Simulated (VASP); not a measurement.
Wanted: the native input for a VASP 6.6.1 run.

| Property | Result |
| --- | --- |
| Task | single point |
| Functional | PBE |
| Potentials or basis | VASP PAW PBE potentials, release 64 (Li_sv) |
| Cutoff | 520 eV |
| k mesh | 10 × 10 × 6 |
| Occupations | fermi-dirac, width 0.05 eV |
| Spin | no spin polarisation |
| Dipole correction | no |
| Further INCAR settings | ALGO = Normal; EDIFF = 1e-06; NBANDS = 14 |

The structure of Li lies in POSCAR:

```
Li
1.0
    2.2757091305      0.0000000000      0.0000000000
   -1.1378545653      1.9708219186      0.0000000000
    0.0000000000      0.0000000000      7.2060947106
Li
4
Direct
    0.0000000000      0.0000000000      0.0000000000
    0.0000000000      0.0000000000      0.5000000000
    0.3333333333      0.6666666667      0.2500000000
    0.6666666667      0.3333333333      0.7500000000
```

This isn't the form of Li at room conditions, which is bcc.

The input as run:

INCAR

```
SYSTEM = Li
ALGO = Normal
EDIFF = 1E-6
ENCUT = 520
GGA = PE
ISIF = 2
ISMEAR = -1
LASPH = .True.
LCHARG = .False.
LREAL = .False.
LWAVE = .False.
NBANDS = 14
NELM = 60
PREC = Accurate
SIGMA = 0.05
```

KPOINTS

```
k-points
0
Gamma
  10 10 6
  0 0 0
```

Potentials or basis: VASP PAW PBE potentials, release 64 (Li_sv).

Launch:

```bash
$ cat potpaw_PBE.64/Li_sv/POTCAR > POTCAR
$ mpirun -np 1 vasp_std > vasp.out
```

It gave:

| Item | Value |
| --- | --- |
| Band gap on the k mesh | zero (bands 6 and 7 overlap by 4.87 eV) |

Run time: 36 s on 1 thread of Intel Xeon 8259CL (shared host), peak memory 0.14 GiB.
